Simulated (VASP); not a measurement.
# Li2S (Fm-3m) in VASP: notebook

Runs on Li2S. Level: LDA. Tasks: single point, relaxation of cell and atoms.

Everything below comes from runs of VASP 6.6.1. Logs are shortened: lines on timing, memory, paths and dates and some standing lists are left out, and cuts for length are marked.

## 1. The cell of the first run

The structure is cubic, space group Fm-3m (No. 225). Conventional cell: a = 5.708 Å, b = 5.708 Å, c = 5.708 Å, α = 90.00°, β = 90.00°, γ = 90.00°. Li (site symmetry -43m) has 4 S at 2.47 Å and 6 Li at 2.85 Å within 3.3 Å. S (site symmetry m-3m) has 8 Li at 2.47 Å within 3.3 Å.

## 2. Single point, LDA

INCAR reads:

```
PREC     = Accurate       # precision mode
ENCUT    = 750            # plane-wave cutoff, eV
EDIFF    = 1E-6           # SCF threshold, eV
ISMEAR   = 0              # smearing method
SIGMA    = 0.1            # smearing width, eV
LREAL    = F              # projectors in reciprocal space
LASPH    = T              # aspherical terms in the spheres
NELM     = 120            # most SCF steps
ALGO     = Normal         # electronic algorithm
ISIF     = 2              # what is computed and relaxed
LWAVE    = F              # write WAVECAR
LCHARG   = F              # write CHGCAR
NBANDS   = 13             # bands
GGA_COMPAT= F
```

KPOINTS reads:

```
regular mesh
0
Gamma
  6 6 6
```

POSCAR reads:

```
Li2S
1.0
    0.0000000000      2.8540000000      2.8540000000
    2.8540000000      0.0000000000      2.8540000000
    2.8540000000      2.8540000000      0.0000000000
Li S
2 1
Direct
    0.2500000000      0.2500000000      0.2500000000
    0.7500000000      0.7500000000      0.7500000000
    0.0000000000      0.0000000000      0.0000000000
```

Potentials or basis: VASP PAW LDA potentials, release 64 (Li_sv, S).

The run is started by

```sh
> cat potpaw_LDA.64/Li_sv/POTCAR potpaw_LDA.64/S/POTCAR > POTCAR
> mpirun -np 1 vasp_std > vasp.out
```

OUTCAR:

```text
PREC = Accurate
   ENCUT = 750
   EDIFF = 1E-6
   ISMEAR = 0
   LREAL = F
   LASPH = T
   NELM = 120
   ISIF = 2

 ion  position               nearest neighbor table
   1  0.250  0.250  0.250-   3 2.47   3 2.47   3 2.47   3 2.47
   2  0.750  0.750  0.750-   3 2.47   3 2.47   3 2.47   3 2.47
   3  0.000  0.000  0.000-   2 2.47   2 2.47   2 2.47   1 2.47   2 2.47   1 2.47   1 2.47   1 2.47

  LATTYP: Found a face centered cubic cell.
 ALAT       =     5.7080000000

  Lattice vectors:

 A1 = (   0.0000000000,   2.8540000000,   2.8540000000)
 A2 = (   2.8540000000,   0.0000000000,   2.8540000000)
 A3 = (   2.8540000000,   2.8540000000,   0.0000000000)

Analysis of symmetry for initial positions (statically):
=====================================================================
 Subroutine PRICEL returns:
 Original cell was already a primitive cell.

 Routine SETGRP: Setting up the symmetry group for a
 face centered cubic supercell.

 Subroutine GETGRP returns: Found 48 space group operations
 (whereof 48 operations were pure point group operations)
 out of a pool of 48 trial point group operations.

The static configuration has the point symmetry O_h .

Analysis of symmetry for dynamics (positions and initial velocities):
=====================================================================
 Subroutine PRICEL returns:
 Original cell was already a primitive cell.

 Routine SETGRP: Setting up the symmetry group for a
 face centered cubic supercell.

 Subroutine GETGRP returns: Found 48 space group operations
 (whereof 48 operations were pure point group operations)
 out of a pool of 48 trial point group operations.

The dynamic configuration has the point symmetry O_h .

 Subroutine INISYM returns: Found 48 space group operations
 (whereof 48 operations are pure point group operations),
 and found     1 'primitive' translations

----------------------------------------------------------------------------------------

                                     Primitive cell

  volume of cell :      46.4935

  direct lattice vectors                    reciprocal lattice vectors
     0.000000000  2.854000000  2.854000000    -0.175192712  0.175192712  0.175192712
     2.854000000  0.000000000  2.854000000     0.175192712 -0.175192712  0.175192712
     2.854000000  2.854000000  0.000000000     0.175192712  0.175192712 -0.175192712

  length of vectors
     4.036165507  4.036165507  4.036165507     0.303442678  0.303442678  0.303442678

  position of ions in fractional coordinates (direct lattice)
     0.250000000  0.250000000  0.250000000
     0.750000000  0.750000000  0.750000000
     0.000000000  0.000000000  0.000000000

  ion indices of the primitive-cell ions
[... 82 lines left out ...]
   ISMEAR =     0;   SIGMA  =   0.10  broadening in eV -4-tet -1-fermi 0-gaus
   EFERMI_NEDOS =   21; number of points for ismear=-14 and -15
   IALGO  =     38    algorithm
   IMIX   =      4    mixing-type and parameters
     AMIX     =   0.40;   BMIX     =  1.00
     AMIX_MAG =   1.60;   BMIX_MAG =  1.00
  volume/ion in A,a.u.               =      15.50       104.58
  Fermi-wavevector in a.u.,A,eV,Ry     =   1.042328  1.969715 14.782032  1.086449
  Thomas-Fermi vector in A             =   2.176989
   LORBIT       =      0    0 simple, 1 ext, 2 COOP (PROOUT), +10 PAW based schemes
   GGA     = CA    functional components
   LHFCALC =     F    Hartree Fock is set to
   AEXX    =    0.0000 exact exchange contribution
   IVDW    =     0    specifies the selected vdW correction
   LEPSILON=     F    determine dielectric tensor
   LRPA    =     F    only Hartree local field effects (RPA)
 non-spin polarized calculation
 Gauss-broadening in eV      SIGMA  =   0.10
  energy-cutoff  :      750.00
  volume of cell :       46.49
 maximum number of plane-waves:      2200
   NGX = 17   NGY = 17   NGZ = 17

 number of electron      11.9999999 magnetization

 Free energy of the ion-electron system (eV)
  ---------------------------------------------------
  ext. energy  EPLUGINS =         0.00000000
  ---------------------------------------------------
  free energy    TOTEN  =       -12.98047824 eV

  energy without entropy =      -12.98047824  energy(sigma->0) =      -12.98047824

 E-fermi :   1.7819     XC(G=0):  -8.8022

 val. band max:        1.3498977842   @ k =   0.0000   0.0000   0.0000
 cond. band min:       4.5227843835   @ k =   0.5000   0.5000   0.0000
 fundamental gap:      3.1728865994
 Fermi energy:         1.7818810248

 k-point     1 :       0.0000    0.0000    0.0000
  band No.  band energies     occupation
      1     -41.8575      2.00000
      2     -41.8102      2.00000
      3      -9.6110      2.00000
      4       1.3499      2.00000
      5       1.3499      2.00000
      6       1.3499      2.00000
      7       5.3871      0.00000
      8       7.3645      0.00000
      9       7.3645      0.00000
     10       7.3645      0.00000
     11      12.4579      0.00000
     12      12.4579      0.00000
     13      13.4552      0.00000
[... 226 lines left out ...]
  band No.  band energies     occupation
      1     -41.8365      2.00000
      2     -41.8287      2.00000
      3      -9.0454      2.00000
      4      -0.6716      2.00000
      5      -0.3789      2.00000
      6      -0.3108      2.00000
      7       5.8329      0.00000
      8       9.1408      0.00000
      9       9.4559      0.00000
     10      11.2496      0.00000
     11      12.5183      0.00000
     12      13.4449      0.00000
     13      13.7985      0.00000

------------------------ aborting loop because EDIFF is reached ----------------------------------------

  FORCE on cell =-STRESS in cart. coord.  units (eV):
  Direction    XX          YY          ZZ          XY          YZ          ZX
  --------------------------------------------------------------------------------------
  -------------------------------------------------------------------------------------
  Total       -0.8910881     -0.8910881     -0.8910881      0.0000000     -0.0000000      0.0000000
  in kB      -30.7071384    -30.7071384    -30.7071384      0.0000000     -0.0000000      0.0000000
  external PRESSURE =     -30.7071384 kB  Pullay stress =       0.0000000 kB

 VOLUME and BASIS-vectors are now :
 -----------------------------------------------------------------------------
  energy-cutoff  :      750.00
  volume of cell :       46.49
      direct lattice vectors                 reciprocal lattice vectors
     0.000000000  2.854000000  2.854000000    -0.175192712  0.175192712  0.175192712
     2.854000000  0.000000000  2.854000000     0.175192712 -0.175192712  0.175192712
     2.854000000  2.854000000  0.000000000     0.175192712  0.175192712 -0.175192712

 POSITION                                       TOTAL-FORCE (eV/Angst)
 -----------------------------------------------------------------------------------
      1.42700      1.42700      1.42700         0.000000      0.000000      0.000000
      4.28100      4.28100      4.28100        -0.000000     -0.000000     -0.000000
      0.00000      0.00000      0.00000         0.000000      0.000000      0.000000
 -----------------------------------------------------------------------------------
    total drift:                                0.000000      0.000000      0.000000

  FREE ENERGIE OF THE ION-ELECTRON SYSTEM (eV)
  ---------------------------------------------------
  free  energy   TOTEN  =       -12.9804782354 eV

  energy  without entropy=      -12.9804782354  energy(sigma->0) =      -12.98047824
```

OSZICAR:

```text
N       E                     dE             d eps       ncg     rms          rms(c)
DAV:   1     0.542762438566E+02    0.54276E+02   -0.63765E+03   416   0.115E+03
DAV:   2    -0.576369451566E+01   -0.60040E+02   -0.57021E+02   535   0.237E+02
DAV:   3    -0.131460366259E+02   -0.73823E+01   -0.73378E+01   767   0.517E+01
DAV:   4    -0.133193920954E+02   -0.17336E+00   -0.17331E+00   598   0.108E+01
DAV:   5    -0.133235486771E+02   -0.41566E-02   -0.41565E-02   645   0.129E+00    0.386E+00
DAV:   6    -0.130154895287E+02    0.30806E+00   -0.49673E-01   530   0.276E+00    0.280E+00
DAV:   7    -0.129824060516E+02    0.33083E-01   -0.10563E-01   616   0.141E+00    0.162E+00
DAV:   8    -0.129808846141E+02    0.15214E-02   -0.17656E-02   578   0.748E-01    0.663E-01
DAV:   9    -0.129805371831E+02    0.34743E-03   -0.45685E-04   582   0.127E-01    0.444E-01
DAV:  10    -0.129804791163E+02    0.58067E-04   -0.34777E-04   486   0.970E-02    0.597E-02
DAV:  11    -0.129804783689E+02    0.74746E-06   -0.42400E-05   578   0.404E-02    0.687E-02
DAV:  12    -0.129804782354E+02    0.13346E-06   -0.44633E-06   506   0.149E-02
   1 F= -.12980478E+02 E0= -.12980478E+02  d E =-.616227E-11
```

stdout:

```text
POSCAR found type information on POSCAR LiS
 POSCAR found :  2 types and       3 ions
 scaLAPACK will be used
 LDA part: xc-table for (Slater(with rela. corr.)+CA(PZ))
 , standard interpolation
 POSCAR, INCAR and KPOINTS ok, starting setup
 FFT: planning ... GRIDC
 FFT: planning ... GRID_SOFT
 FFT: planning ... GRID
 WAVECAR not read
 entering main loop
```

It took 24 s on 1 thread of AMD EPYC 9R14 (Zen 4), shared host; peak memory 0.13 GiB.

What came out:

- Free energy: -12.9805 eV
- Pressure: -3.1 GPa
- Band gap on the k mesh: 3.17 eV (least direct gap 4.04 eV)

Caveat: the cell stands under tension.

## 3. Single point, LDA

This run uses another cell than the first one, of 14.38 Å³/atom.

INCAR reads:

```
SYSTEM = Li2S
ALGO = Normal
EDIFF = 1E-6
ENCUT = 750
GGA_COMPAT = .False.
ISIF = 2
ISMEAR = 0
LASPH = .True.
LCHARG = .False.
LREAL = .False.
LWAVE = .False.
NBANDS = 13
NELM = 120
PREC = Accurate
SIGMA = 0.02
```

KPOINTS reads:

```
k-points
0
Gamma
  8 8 8
  0 0 0
```

POSCAR reads:

```
Li2S
1.0
    0.0000000000      2.7834146037      2.7834146037
    2.7834146037      0.0000000000      2.7834146037
    2.7834146037      2.7834146037      0.0000000000
Li S
2 1
Direct
    0.2500000000      0.2500000000      0.2500000000
    0.7500000000      0.7500000000      0.7500000000
    0.0000000000      0.0000000000      0.0000000000
```

Potentials or basis: VASP PAW LDA potentials, release 64 (Li_sv, S).

The run is started by

```sh
> cat potpaw_LDA.64/Li_sv/POTCAR potpaw_LDA.64/S/POTCAR > POTCAR
> mpirun -np 1 vasp_std > vasp.out
```

OUTCAR:

```text
SYSTEM = Li2S
   EDIFF = 1E-6
   ENCUT = 750
   ISIF = 2
   ISMEAR = 0
   LASPH = .True.
   LREAL = .False.
   NELM = 120
   PREC = Accurate

 ion  position               nearest neighbor table
   1  0.250  0.250  0.250-   3 2.41   3 2.41   3 2.41   3 2.41
   2  0.750  0.750  0.750-   3 2.41   3 2.41   3 2.41   3 2.41
   3  0.000  0.000  0.000-   1 2.41   2 2.41   2 2.41   2 2.41   2 2.41   1 2.41   1 2.41   1 2.41

  LATTYP: Found a face centered cubic cell.
 ALAT       =     5.5668292074

  Lattice vectors:

 A1 = (   0.0000000000,   2.7834146037,   2.7834146037)
 A2 = (   2.7834146037,   0.0000000000,   2.7834146037)
 A3 = (   2.7834146037,   2.7834146037,   0.0000000000)

Analysis of symmetry for initial positions (statically):
=====================================================================
 Subroutine PRICEL returns:
 Original cell was already a primitive cell.

 Routine SETGRP: Setting up the symmetry group for a
 face centered cubic supercell.

 Subroutine GETGRP returns: Found 48 space group operations
 (whereof 48 operations were pure point group operations)
 out of a pool of 48 trial point group operations.

The static configuration has the point symmetry O_h .

Analysis of symmetry for dynamics (positions and initial velocities):
=====================================================================
 Subroutine PRICEL returns:
 Original cell was already a primitive cell.

 Routine SETGRP: Setting up the symmetry group for a
 face centered cubic supercell.

 Subroutine GETGRP returns: Found 48 space group operations
 (whereof 48 operations were pure point group operations)
 out of a pool of 48 trial point group operations.

The dynamic configuration has the point symmetry O_h .

 Subroutine INISYM returns: Found 48 space group operations
 (whereof 48 operations are pure point group operations),
 and found     1 'primitive' translations

----------------------------------------------------------------------------------------

                                     Primitive cell

  volume of cell :      43.1284

[... 122 lines left out ...]
 Gauss-broadening in eV      SIGMA  =   0.02
  energy-cutoff  :      750.00
  volume of cell :       43.13
 maximum number of plane-waves:      2044
   NGX = 17   NGY = 17   NGZ = 17

 number of electron      11.9999997 magnetization

 Free energy of the ion-electron system (eV)
  ---------------------------------------------------
  ext. energy  EPLUGINS =         0.00000000
  ---------------------------------------------------
  free energy    TOTEN  =       -13.01380067 eV

  energy without entropy =      -13.01380067  energy(sigma->0) =      -13.01380067

 E-fermi :   2.0656     XC(G=0):  -9.0898

 val. band max:        1.8368632525   @ k =   0.0000   0.0000   0.0000
 cond. band min:       4.9532367828   @ k =   0.5000   0.5000   0.0000
 fundamental gap:      3.1163735303
 Fermi energy:         2.0655874793

 k-point     1 :       0.0000    0.0000    0.0000
  band No.  band energies     occupation
      1     -41.2506      2.00000
      2     -41.1872      2.00000
      3      -9.3294      2.00000
      4       1.8369      2.00000
      5       1.8369      2.00000
      6       1.8369      2.00000
      7       6.2660      0.00000
      8       7.8729      0.00000
      9       7.8729      0.00000
     10       7.8729      0.00000
     11      13.1436      0.00000
     12      13.1436      0.00000
     13      14.3148      0.00000
[... 354 lines left out ...]
  band No.  band energies     occupation
      1     -41.2173      2.00000
      2     -41.2172      2.00000
      3      -8.7613      2.00000
      4      -1.0167      2.00000
      5       0.4582      2.00000
      6       0.8039      2.00000
      7       7.5993      0.00000
      8       8.5096      0.00000
      9      10.2675      0.00000
     10      10.9733      0.00000
     11      12.3083      0.00000
     12      13.6805      0.00000
     13      15.5069      0.00000

 [... further k-points ...]

------------------------ aborting loop because EDIFF is reached ----------------------------------------

  FORCE on cell =-STRESS in cart. coord.  units (eV):
  Direction    XX          YY          ZZ          XY          YZ          ZX
  --------------------------------------------------------------------------------------
  -------------------------------------------------------------------------------------
  Total       -0.0221010     -0.0221010     -0.0221010      0.0000000      0.0000000     -0.0000000
  in kB       -0.8210292     -0.8210292     -0.8210292      0.0000000      0.0000000     -0.0000000
  external PRESSURE =      -0.8210292 kB  Pullay stress =       0.0000000 kB

 VOLUME and BASIS-vectors are now :
 -----------------------------------------------------------------------------
  energy-cutoff  :      750.00
  volume of cell :       43.13
      direct lattice vectors                 reciprocal lattice vectors
     0.000000000  2.783414604  2.783414604    -0.179635473  0.179635473  0.179635473
     2.783414604  0.000000000  2.783414604     0.179635473 -0.179635473  0.179635473
     2.783414604  2.783414604  0.000000000     0.179635473  0.179635473 -0.179635473

 POSITION                                       TOTAL-FORCE (eV/Angst)
 -----------------------------------------------------------------------------------
      1.39171      1.39171      1.39171         0.000000      0.000000      0.000000
      4.17512      4.17512      4.17512        -0.000000      0.000000     -0.000000
      0.00000      0.00000      0.00000         0.000000     -0.000000      0.000000
 -----------------------------------------------------------------------------------
    total drift:                                0.000000      0.000000      0.000000

  FREE ENERGIE OF THE ION-ELECTRON SYSTEM (eV)
  ---------------------------------------------------
  free  energy   TOTEN  =       -13.0138006746 eV

  energy  without entropy=      -13.0138006746  energy(sigma->0) =      -13.01380067
```

It took 19 s on 1 thread of Intel Xeon Platinum 8259CL at 2.50GHz (Skylake/Cascade Lake), shared host; peak memory 0.17 GiB.

Results:

* Free energy: -13.0138 eV
* Pressure: -0.1 GPa
* Band gap on the k mesh: 3.12 eV (least direct gap 4.43 eV)

A k mesh can miss the band edges.

## 4. Relaxation of cell and atoms, LDA

INCAR reads:

```
  PREC = Accurate
  ENCUT = 750
  EDIFF = 1E-7
  ISMEAR = 0
  SIGMA = 0.02
  LREAL = False
  LASPH = True
  NELM = 120
  ALGO = Normal
  ISIF = 3
  LWAVE = False
  LCHARG = False
  IBRION = 2
  NSW = 100
  EDIFFG = -0.005
  GGA_COMPAT = False
  NELMIN = 4
```

KPOINTS reads:

```
Automatic mesh
0
Gamma
  8 8 8
```

POSCAR reads:

```
Li2S
1.0
    0.0000000000      2.8540000000      2.8540000000
    2.8540000000      0.0000000000      2.8540000000
    2.8540000000      2.8540000000      0.0000000000
Li S
2 1
Direct
    0.2500000000      0.2500000000      0.2500000000
    0.7500000000      0.7500000000      0.7500000000
    0.0000000000      0.0000000000      0.0000000000
```

The run is started by

```sh
> cat potpaw_LDA.64/Li_sv/POTCAR potpaw_LDA.64/S/POTCAR > POTCAR
> mpirun -np 1 vasp_std > vasp.out
```

Run time: 48 s. Hardware: 1 thread of Intel Xeon Platinum 8259CL at 2.50GHz (Skylake/Cascade Lake), shared host; peak memory 0.18 GiB.

It converged, with:

* Free energy: -13.0158 eV
* Relaxed volume: 14.35 Å³/atom
* Relaxed cell: a = 3.934 Å, b = 3.934 Å, c = 3.934 Å, α = 60.00°, β = 60.00°, γ = 60.00°
* Space group after relaxing (to 0.1 Å): Fm-3m (No. 225)
* Energy gained by relaxing: 11.7 meV/atom
* Ionic steps: 4
* Pressure after relaxing: 0.0 GPa
* Band gap on the k mesh: 3.12 eV (least direct gap 4.44 eV)

Step by step:
```csv
step,energy change (eV),largest force (eV/Å),pressure (GPa),volume (Å³)
1,0.0000,0.0000,-3.08,46.49
2,-0.0283,0.0000,-1.45,44.52
3,-0.0350,0.0000,-0.09,43.16
4,-0.0350,0.0000,0.01,43.06
```

Final structure:
```
Li S
1.0
     0.00000    2.78205    2.78205
     2.78205    0.00000    2.78205
     2.78205    2.78205    0.00000
Li S
2 1
Direct
  0.25000 0.25000 0.25000
  0.75000 0.75000 0.75000
  0.00000 0.00000 0.00000
```

Levels at points of the mesh, in eV from the valence-band top:
```
           k point  band 3  band 4  band 5  band 6  band 7  band 8  band 9  band 10
(0.00, 0.00, 0.00)  -11.17    0.00    0.00    0.00    4.44    6.04    6.04     6.04
(0.50, 0.00, 0.00)  -10.68   -3.18   -0.58   -0.58    6.27    6.40    6.40     8.55
(0.50, 0.50, 0.00)  -10.54   -2.34   -1.62   -1.62    3.12    7.16   11.34    11.34
```

A k mesh can miss the band edges. LDA usually gives volumes a few per cent too small.

## 5. Summary

| task | cell | k mesh | smearing | gap on the mesh (eV) | pressure (GPa) |
| --- | --- | --- | --- | --- | --- |
| single point | a = 4.036 Å, angles 60.0°, 3 atoms | 6 × 6 × 6 | gaussian 0.1 eV | 3.17 | -3.1 |
| single point | a = 3.936 Å, angles 60.0°, 3 atoms | 8 × 8 × 8 | gaussian 0.02 eV | 3.12 | -0.1 |
| relaxation of cell and atoms | relaxed from a = 4.036 Å, angles 60.0°, 3 atoms | 8 × 8 × 8 | gaussian 0.02 eV | 3.12 | 0.0 |

Alike in all rows: level LDA; potentials or basis VASP PAW LDA potentials, release 64 (Li_sv, S); no spin polarisation; cutoff (eV) 750.

Caveats: the cell stands under tension (at least some runs).

Absolute energies hang on the potentials; compare differences alone.
